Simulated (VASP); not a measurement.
A run of VASP 6.6.1 is set up as follows.

The input INCAR:

```
SYSTEM = B2Pb
PREC     = Accurate       ! precision mode
ENCUT    = 600            ! plane-wave cutoff, eV
EDIFF    = 1E-6           ! SCF threshold, eV
ISMEAR   = 0              ! smearing method
SIGMA    = 0.1            ! smearing width, eV
LREAL    = .False.        ! projectors in reciprocal space
LASPH    = .True.         ! aspherical terms in the spheres
NELM     = 100            ! most SCF steps
ALGO     = Normal         ! electronic algorithm
ISIF     = 3              ! what is computed and relaxed
LWAVE    = .False.        ! write WAVECAR
LCHARG   = .False.        ! write CHGCAR
GGA      = PE             ! functional
IBRION   = 2              ! ionic algorithm
NSW      = 100            ! ionic steps
EDIFFG   = -0.01          ! ionic threshold
```

Contents of KPOINTS:

```
regular mesh
0
Gamma
  15 15 4
  0 0 0
```

File POSCAR:

```
B2Pb
1.0
    3.2285010379      0.0000000000      0.0000000000
   -1.6142505190      2.7959639150      0.0000000000
    0.0000000000      0.0000000000      9.6748548669
B Pb
4 2
Direct
    0.0000000000      0.0000000000      0.5806077357
    0.0000000000      0.0000000000      0.0000000000
    0.0000000000      0.0000000000      0.4193922643
    0.6666666667      0.3333333333      0.5000000000
    0.3333333333      0.6666666667      0.7968172005
    0.3333333333      0.6666666667      0.2031827995
```

Potentials or basis: VASP PAW PBE potentials, release 64 (B, Pb_d).

Launch:

```sh
$ cat potpaw_PBE.64/B/POTCAR potpaw_PBE.64/Pb_d/POTCAR > POTCAR
$ mpirun -np 1 vasp_std > vasp.out
```

(1) Predict the relaxed volume.

(2) Predict the band gap on the k mesh.

## Answers

(1) 14.47 Å³/atom.

(2) zero (bands 20 and 21 overlap by 4.48 eV).

Caveat: spin-orbit coupling is left out, which moves the levels of the heavy elements.
